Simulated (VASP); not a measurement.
# Bi (P6_3/mmc) in VASP: further runs

Bi is run at these levels: PBE; tasks: electric field gradients.

Program: VASP 6.6.1. These are calculated values, not measurements. Logs are shortened: lines on timing, memory, paths and dates and some standing lists are left out, and cuts for length are marked.

### Step 1. The cell of the first run

The structure is hexagonal, space group P6_3/mmc (No. 194). The conventional cell has a = 4.569 Å, b = 4.569 Å, c = 11.907 Å, α = 90.00°, β = 90.00°, γ = 120.00°.

This isn't the form of Bi at room conditions, which is rhombohedral.

### Step 2. Electric field gradients, PBE (107.64 Å³/atom)

INCAR

```
SYSTEM = Bi
PREC = Accurate
ENCUT = 520
EDIFF = 1E-8
ISMEAR = -1
SIGMA = 0.03
LREAL = .False.
LASPH = .True.
NELM = 100
ALGO = Normal
ISIF = 2
LWAVE = .False.
LCHARG = .False.
GGA = PE
LEFG = .True.
NBANDS = 22
```

KPOINTS

```
regular mesh
0
Gamma
  9 9 3
  0 0 0
```

POSCAR

```
Bi
1.0
    4.5690607804      0.0000000000      0.0000000000
   -2.2845303902      3.9569227073      0.0000000000
    0.0000000000      0.0000000000     11.9073400314
Bi
2
Direct
    0.3333333333      0.6666666667      0.2500000000
    0.6666666667      0.3333333333      0.7500000000
```

Potentials or basis: VASP PAW PBE potentials, release 64 (Bi_d).

On the command line:

```
> cat potpaw_PBE.64/Bi_d/POTCAR > POTCAR
> mpirun -np 1 vasp_std > vasp.out
```

OUTCAR:

```text
SYSTEM = Bi
   PREC = Accurate
   ENCUT = 520
   EDIFF = 1E-8
   ISMEAR = -1
   LREAL = .False.
   LASPH = .True.
   NELM = 100
   ISIF = 2
   GGA = PE

 ion  position               nearest neighbor table
   1  0.333  0.667  0.250-
   2  0.667  0.333  0.750-

  LATTYP: Found a hexagonal cell.
 ALAT       =     4.5690607804
 C/A-ratio  =     2.6060804624

  Lattice vectors:

 A1 = (   4.5690607804,   0.0000000000,   0.0000000000)
 A2 = (  -2.2845303902,   3.9569227073,   0.0000000000)
 A3 = (   0.0000000000,   0.0000000000,  11.9073400314)

Analysis of symmetry for initial positions (statically):
=====================================================================
 Subroutine PRICEL returns:
 Original cell was already a primitive cell.

 Routine SETGRP: Setting up the symmetry group for a
 hexagonal supercell.

 Subroutine GETGRP returns: Found 24 space group operations
 (whereof 12 operations were pure point group operations)
 out of a pool of 24 trial point group operations.

The static configuration has the point symmetry D_3d.
 The point group associated with its full space group is D_6h.

Analysis of symmetry for dynamics (positions and initial velocities):
=====================================================================
 Subroutine PRICEL returns:
 Original cell was already a primitive cell.

 Routine SETGRP: Setting up the symmetry group for a
 hexagonal supercell.

 Subroutine GETGRP returns: Found 24 space group operations
 (whereof 12 operations were pure point group operations)
 out of a pool of 24 trial point group operations.

The dynamic configuration has the point symmetry D_3d.
 The point group associated with its full space group is D_6h.

 Subroutine INISYM returns: Found 24 space group operations
 (whereof 12 operations are pure point group operations),
 and found     1 'primitive' translations

----------------------------------------------------------------------------------------

                                     Primitive cell

  volume of cell :     215.2778

  direct lattice vectors                    reciprocal lattice vectors
     4.569060780  0.000000000  0.000000000     0.218863361  0.126360821  0.000000000
    -2.284530390  3.956922707  0.000000000     0.000000000  0.252721641  0.000000000
     0.000000000  0.000000000 11.907340031     0.000000000  0.000000000  0.083981813

  length of vectors
     4.569060780  4.569060780 11.907340031     0.252721641  0.252721641  0.083981813

  position of ions in fractional coordinates (direct lattice)
     0.333333333  0.666666667  0.250000000
     0.666666667  0.333333333  0.750000000

  ion indices of the primitive-cell ions
   primitive index   ion index
                 1           1
                 2           2

----------------------------------------------------------------------------------------

 KPOINTS: regular mesh

Automatic generation of k-mesh.
 Grid dimensions read from file:
 generate k-points for:    9    9    3

 Generating k-lattice:

  Cartesian coordinates                     Fractional coordinates (reciprocal lattice)
     0.024318151  0.014040091  0.000000000     0.111111111 -0.000000000  0.000000000
     0.000000000  0.028080182  0.000000000     0.000000000  0.111111111  0.000000000
     0.000000000  0.000000000  0.027993938     0.000000000  0.000000000  0.333333333

  Length of vectors
     0.028080182  0.028080182  0.027993938

  Shift w.r.t. Gamma in fractional coordinates (k-lattice)
     0.000000000  0.000000000  0.000000000

 Subroutine IBZKPT returns following result:
 ===========================================

 Found     24 irreducible k-points:

 Following reciprocal coordinates:
            Coordinates               Weight
  0.000000  0.000000  0.000000      1.000000
  0.111111  0.000000  0.000000      6.000000
  0.222222  0.000000  0.000000      6.000000
  0.333333  0.000000  0.000000      6.000000
  0.444444  0.000000  0.000000      6.000000
  0.111111  0.111111  0.000000      6.000000
[... 16 lines left out ...]
  0.333333  0.222222  0.333333     24.000000
  0.333333  0.333333  0.333333      4.000000
   k-points           NKPTS =     24   k-points in BZ     NKDIM =     24   number of bands    NBANDS=     22
   number of dos      NEDOS =    301   number of ions     NIONS =      2
   total plane-waves  NPLWV = 116640
   dimension x,y,z NGX =    36 NGY =   36 NGZ =   90
   dimension x,y,z NGXF=    72 NGYF=   72 NGZF=  180
   ions per type =               2
   NGX,Y,Z   is equivalent  to a cutoff of  13.10, 13.10, 12.57 a.u.
   NGXF,Y,Z  is equivalent  to a cutoff of  26.20, 26.20, 25.13 a.u.
 SYSTEM =  Bi
   PREC   = accura    normal or accurate (medium, high low for compatibility)
   ISTART =      0    job   : 0-new  1-cont  2-samecut
   ICHARG =      2    charge: 1-file 2-atom 10-const
   ISPIN  =      1    spin polarized calculation?
   LNONCOLLINEAR =      F non collinear calculations
   LSORBIT =      F    spin-orbit coupling
   LASPH  =      T    aspherical Exc in radial PAW
   ENCUT  =  520.0 eV  38.22 Ry    6.18 a.u.   8.50  8.50 22.14*2*pi/ulx,y,z
   NELM   =    100;   NELMIN=  2; NELMDL= -5     # of ELM steps
   EDIFF  = 0.1E-07   stopping-criterion for ELM
   LREAL  =      F    real-space projection
   EDIFFG = 0.1E-06   stopping-criterion for IOM
   NSW    =      0    number of steps for IOM
   IBRION =     -1    ionic relax: 0-MD 1-quasi-New 2-CG
   NFREE  =      0    steps in history (QN), initial steepest desc. (CG)
   ISIF   =      2    stress and relaxation
   ISYM   =      2    0-nonsym 1-usesym 2-fastsym
   POTIM  = 0.5000    time-step for ionic-motion
   TEBEG  =    0.0;   TEEND  =   0.0 temperature during run
   PSTRESS=    0.0 pullay stress
   NELECT =      30.0000    total number of electrons
   NUPDOWN=      -1.0000    fix difference up-down
   EMIN   =  10.00;   EMAX   =-10.00  energy-range for DOS
   EFERMI =   0.00;   METHOD = LEGACY
   ISMEAR =    -1;   SIGMA  =   0.03  broadening in eV -4-tet -1-fermi 0-gaus
   EFERMI_NEDOS =   21; number of points for ismear=-14 and -15
   IALGO  =     38    algorithm
   IMIX   =      4    mixing-type and parameters
     AMIX     =   0.40;   BMIX     =  1.00
     AMIX_MAG =   1.60;   BMIX_MAG =  1.00
  volume/ion in A,a.u.               =     107.64       726.38
  Fermi-wavevector in a.u.,A,eV,Ry     =   0.848755  1.603914  9.801425  0.720384
  Thomas-Fermi vector in A             =   1.964468
   LORBIT       =      0    0 simple, 1 ext, 2 COOP (PROOUT), +10 PAW based schemes
   GGA     = PE    functional components
   LHFCALC =     F    Hartree Fock is set to
   AEXX    =    0.0000 exact exchange contribution
   IVDW    =     0    specifies the selected vdW correction
   LEPSILON=     F    determine dielectric tensor
   LRPA    =     F    only Hartree local field effects (RPA)
 non-spin polarized calculation
  energy-cutoff  :      520.00
  volume of cell :      215.28
 maximum number of plane-waves:      5840
 NGX is ok and might be reduce to    36
   NGX = 17   NGY = 17   NGZ = 45

 number of electron      29.9999991 magnetization

 Free energy of the ion-electron system (eV)
  ---------------------------------------------------
  ext. energy  EPLUGINS =         0.00000000
  ---------------------------------------------------
  free energy    TOTEN  =        -3.13659701 eV

  energy without entropy =       -3.11362888  energy(sigma->0) =       -3.12511295

 E-fermi :  -1.1241     XC(G=0):  -5.2544

 val. band max:       -1.1242943563   @ k =   0.3333   0.0000   0.3333
 cond. band min:      -1.1234676891   @ k =   0.3333   0.1111   0.3333
 fundamental gap:      0.0008266672
 Fermi energy:        -1.1241012473

 k-point     1 :       0.0000    0.0000    0.0000
  band No.  band energies     occupation
      1     -23.9452      2.00000
      2     -23.9452      2.00000
      3     -23.9412      2.00000
      4     -23.9412      2.00000
      5     -23.9412      2.00000
      6     -23.9412      2.00000
[... 14 lines left out ...]
     21       4.5415      0.00000
     22       4.7248      0.00000

 k-point     2 :       0.1111    0.0000    0.0000
  band No.  band energies     occupation
      1     -23.9448      2.00000
      2     -23.9448      2.00000
      3     -23.9415      2.00000
      4     -23.9415      2.00000
      5     -23.9413      2.00000
      6     -23.9413      2.00000
[... 542 lines left out ...]
 k-point    24 :       0.3333    0.3333    0.3333
  band No.  band energies     occupation
      1     -23.9428      2.00000
      2     -23.9428      2.00000
      3     -23.9428      2.00000
      4     -23.9428      2.00000
      5     -23.9413      2.00000
      6     -23.9413      2.00000
[... 14 lines left out ...]
     21       4.4452      0.00000
     22       4.9589      0.00000

------------------------ aborting loop because EDIFF is reached ----------------------------------------

  FORCE on cell =-STRESS in cart. coord.  units (eV):
  Direction    XX          YY          ZZ          XY          YZ          ZX
  --------------------------------------------------------------------------------------
  -------------------------------------------------------------------------------------
  Total       -6.2057386     -6.2057386     -0.4307076      0.0000000     -0.0000000      0.0000000
  in kB      -46.1854099    -46.1854099     -3.2054861      0.0000000     -0.0000000      0.0000000
  external PRESSURE =     -31.8587686 kB  Pullay stress =       0.0000000 kB

 VOLUME and BASIS-vectors are now :
 -----------------------------------------------------------------------------
  energy-cutoff  :      520.00
  volume of cell :      215.28
      direct lattice vectors                 reciprocal lattice vectors
     4.569060780  0.000000000  0.000000000     0.218863361  0.126360821  0.000000000
    -2.284530390  3.956922707  0.000000000     0.000000000  0.252721641  0.000000000
     0.000000000  0.000000000 11.907340031     0.000000000  0.000000000  0.083981813

 POSITION                                       TOTAL-FORCE (eV/Angst)
 -----------------------------------------------------------------------------------
     -0.00000      2.63795      2.97684        -0.000000      0.000000      0.000000
      2.28453      1.31897      8.93051         0.000000     -0.000000      0.000000
 -----------------------------------------------------------------------------------
    total drift:                                0.000000     -0.000000      0.000000

  FREE ENERGIE OF THE ION-ELECTRON SYSTEM (eV)
  ---------------------------------------------------
  free  energy   TOTEN  =        -3.1365970086 eV

  energy  without entropy=       -3.1136288830  energy(sigma->0) =       -3.12511295

 Electric field gradients (V/A^2)
---------------------------------------------------------------------
 ion       V_xx      V_yy      V_zz      V_xy      V_xz      V_yz
---------------------------------------------------------------------
   1      68.849    68.850  -137.699     0.001    -0.000     0.000
   2      68.849    68.850  -137.699     0.001     0.000    -0.000
---------------------------------------------------------------------

 Electric field gradients after diagonalization (V/A^2)
 (convention: |V_zz| > |V_xx| > |V_yy|)
----------------------------------------------------------------------
 ion       V_xx      V_yy      V_zz     asymmetry (V_yy - V_xx)/ V_zz
----------------------------------------------------------------------
   1      68.850    68.849  -137.699       0.000
   2      68.850    68.849  -137.699       0.000
----------------------------------------------------------------------

           NMR quadrupolar parameters

 Cq : quadrupolar parameter    Cq=e*Q*V_zz/h
 eta: asymmetry parameters     (V_yy - V_xx)/ V_zz
 Q  : nuclear electric quadrupole moment in mb (millibarn)
----------------------------------------------------------------------
 ion       Cq(MHz)       eta       Q (mb)
----------------------------------------------------------------------
   1      -0.333       0.000       1.000
   2      -0.333       0.000       1.000
----------------------------------------------------------------------
```

Wall time 3.1 min (1 thread of Intel Xeon Platinum 8175M at 2.50GHz (Skylake/Cascade Lake), shared host); peak memory 0.36 GiB.

What came out:

| Property | Result |
| --- | --- |
| Free energy | -3.1366 eV |
| Pressure | -3.2 GPa |
| Band gap on the k mesh | zero (bands 15 and 16 overlap by 2.06 eV) |
| Largest electric field gradient by atom | Bi -137.7 V/Å² |

Stress tensor (GPa, compression positive):
```
-4.62  0.00  0.00
 0.00 -4.62  0.00
 0.00  0.00 -0.32
```

Levels at points of the mesh, in eV from the Fermi level:
| k point | band 12 | band 13 | band 14 | band 15 | band 16 | band 17 | band 18 | band 19 |
| --- | --- | --- | --- | --- | --- | --- | --- | --- |
| (0.00, 0.00, 0.00) | -10.28 | -0.81 | -0.33 | 1.38 | 1.38 | 1.39 | 1.39 | 3.04 |

Electric field gradients, principal values (V/Å²):
```tsv
atom	least	middle	greatest (by size)
1 Bi	68.849	68.850	-137.699
2 Bi	68.849	68.850	-137.699
```

Caveat: the cell stands under tension; without QUAD_EFG the Cq values of the log hold for a quadrupole moment of 1 mb, not for the nuclei; spin-orbit coupling is left out, which moves the levels of the heavy elements.

### Step 3. Electric field gradients, PBE (107.64 Å³/atom)

INCAR

```
  PREC = Accurate
  ENCUT = 520
  EDIFF = 1E-8
  ISMEAR = -1
  SIGMA = 0.03
  LREAL = F
  LASPH = T
  NELM = 80
  ALGO = Normal
  ISIF = 2
  LWAVE = F
  LCHARG = F
  GGA = PE
  LEFG = T
  NBANDS = 22
```

KPOINTS

```
Automatic mesh
0
Gamma
  9 9 3
```

POSCAR is that of step 2.

Potentials or basis: VASP PAW PBE potentials, release 64 (Bi_d).

On the command line:

```
> cat potpaw_PBE.64/Bi_d/POTCAR > POTCAR
> mpirun -np 1 vasp_std > vasp.out
```

OUTCAR:

```text
PREC = Accurate
   ENCUT = 520
   EDIFF = 1E-8
   ISMEAR = -1
   LREAL = F
   LASPH = T
   NELM = 80
   ISIF = 2
   GGA = PE

 ion  position               nearest neighbor table
   1  0.333  0.667  0.250-
   2  0.667  0.333  0.750-

  LATTYP: Found a hexagonal cell.
 ALAT       =     4.5690607804
 C/A-ratio  =     2.6060804624

  Lattice vectors:

 A1 = (   4.5690607804,   0.0000000000,   0.0000000000)
 A2 = (  -2.2845303902,   3.9569227073,   0.0000000000)
 A3 = (   0.0000000000,   0.0000000000,  11.9073400314)

Analysis of symmetry for initial positions (statically):
=====================================================================
 Subroutine PRICEL returns:
 Original cell was already a primitive cell.

 Routine SETGRP: Setting up the symmetry group for a
 hexagonal supercell.

 Subroutine GETGRP returns: Found 24 space group operations
 (whereof 12 operations were pure point group operations)
 out of a pool of 24 trial point group operations.

The static configuration has the point symmetry D_3d.
 The point group associated with its full space group is D_6h.

Analysis of symmetry for dynamics (positions and initial velocities):
=====================================================================
 Subroutine PRICEL returns:
 Original cell was already a primitive cell.

 Routine SETGRP: Setting up the symmetry group for a
 hexagonal supercell.

 Subroutine GETGRP returns: Found 24 space group operations
 (whereof 12 operations were pure point group operations)
 out of a pool of 24 trial point group operations.

The dynamic configuration has the point symmetry D_3d.
 The point group associated with its full space group is D_6h.

[... 151 lines left out ...]

 k-point     1 :       0.0000    0.0000    0.0000
  band No.  band energies     occupation
      1     -23.9452      2.00000
      2     -23.9452      2.00000
      3     -23.9412      2.00000
      4     -23.9412      2.00000
      5     -23.9412      2.00000
      6     -23.9412      2.00000
[... 589 lines left out ...]
     21       4.4452      0.00000
     22       4.9589      0.00000

------------------------ aborting loop because EDIFF is reached ----------------------------------------

  FORCE on cell =-STRESS in cart. coord.  units (eV):
  Direction    XX          YY          ZZ          XY          YZ          ZX
  --------------------------------------------------------------------------------------
  -------------------------------------------------------------------------------------
  Total       -6.2057386     -6.2057386     -0.4307076      0.0000000     -0.0000000      0.0000000
  in kB      -46.1854099    -46.1854099     -3.2054861      0.0000000     -0.0000000      0.0000000
  external PRESSURE =     -31.8587686 kB  Pullay stress =       0.0000000 kB

 VOLUME and BASIS-vectors are now :
 -----------------------------------------------------------------------------
  energy-cutoff  :      520.00
  volume of cell :      215.28
      direct lattice vectors                 reciprocal lattice vectors
     4.569060780  0.000000000  0.000000000     0.218863361  0.126360821  0.000000000
    -2.284530390  3.956922707  0.000000000     0.000000000  0.252721641  0.000000000
     0.000000000  0.000000000 11.907340031     0.000000000  0.000000000  0.083981813

 POSITION                                       TOTAL-FORCE (eV/Angst)
 -----------------------------------------------------------------------------------
     -0.00000      2.63795      2.97684        -0.000000      0.000000      0.000000
      2.28453      1.31897      8.93051         0.000000     -0.000000      0.000000
 -----------------------------------------------------------------------------------
    total drift:                                0.000000     -0.000000      0.000000

  FREE ENERGIE OF THE ION-ELECTRON SYSTEM (eV)
  ---------------------------------------------------
  free  energy   TOTEN  =        -3.1365970086 eV

  energy  without entropy=       -3.1136288830  energy(sigma->0) =       -3.12511295

 Electric field gradients (V/A^2)
---------------------------------------------------------------------
 ion       V_xx      V_yy      V_zz      V_xy      V_xz      V_yz
---------------------------------------------------------------------
   1      68.849    68.850  -137.699     0.001    -0.000     0.000
   2      68.849    68.850  -137.699     0.001     0.000    -0.000
---------------------------------------------------------------------

 Electric field gradients after diagonalization (V/A^2)
 (convention: |V_zz| > |V_xx| > |V_yy|)
----------------------------------------------------------------------
 ion       V_xx      V_yy      V_zz     asymmetry (V_yy - V_xx)/ V_zz
----------------------------------------------------------------------
   1      68.850    68.849  -137.699       0.000
   2      68.850    68.849  -137.699       0.000
----------------------------------------------------------------------

           NMR quadrupolar parameters

 Cq : quadrupolar parameter    Cq=e*Q*V_zz/h
 eta: asymmetry parameters     (V_yy - V_xx)/ V_zz
 Q  : nuclear electric quadrupole moment in mb (millibarn)
----------------------------------------------------------------------
 ion       Cq(MHz)       eta       Q (mb)
----------------------------------------------------------------------
   1      -0.333       0.000       1.000
   2      -0.333       0.000       1.000
----------------------------------------------------------------------
```

stdout:

```text
POSCAR found type information on POSCAR Bi
 POSCAR found :  1 types and       2 ions
 scaLAPACK will be used
 LDA part: xc-table for (Slater+PW92), standard interpolation
 POSCAR, INCAR and KPOINTS ok, starting setup
 FFT: planning ... GRIDC
 FFT: planning ... GRID_SOFT
 FFT: planning ... GRID
 WAVECAR not read
 entering main loop
ion   1

ion   2
```

Run time: 2.5 min. Hardware: 1 thread of Intel Xeon Platinum 8175M at 2.50GHz (Skylake/Cascade Lake), shared host; peak memory 0.36 GiB.

Results:

```yaml
Free_energy: -3.1366 eV
Pressure: -3.2 GPa
Band_gap_on_the_k_mesh: zero (bands 15 and 16 overlap by 2.06 eV)
Largest_electric_field_gradient_by_atom: Bi -137.7 V/Å²
```

Levels at points of the mesh, in eV from the Fermi level:
```
           k point  band 13  band 14  band 15  band 16  band 17  band 18
(0.00, 0.00, 0.00)    -0.81    -0.33     1.38     1.38     1.39     1.39
```

Electric field gradients, principal values (V/Å²):
```tsv
atom	least	middle	greatest (by size)
1 Bi	68.849	68.850	-137.699
2 Bi	68.849	68.850	-137.699
```

Caveat: the cell stands under tension; without QUAD_EFG the Cq values of the log hold for a quadrupole moment of 1 mb, not for the nuclei; spin-orbit coupling is left out, which moves the levels of the heavy elements.

(Continued in part 2 of 2.)
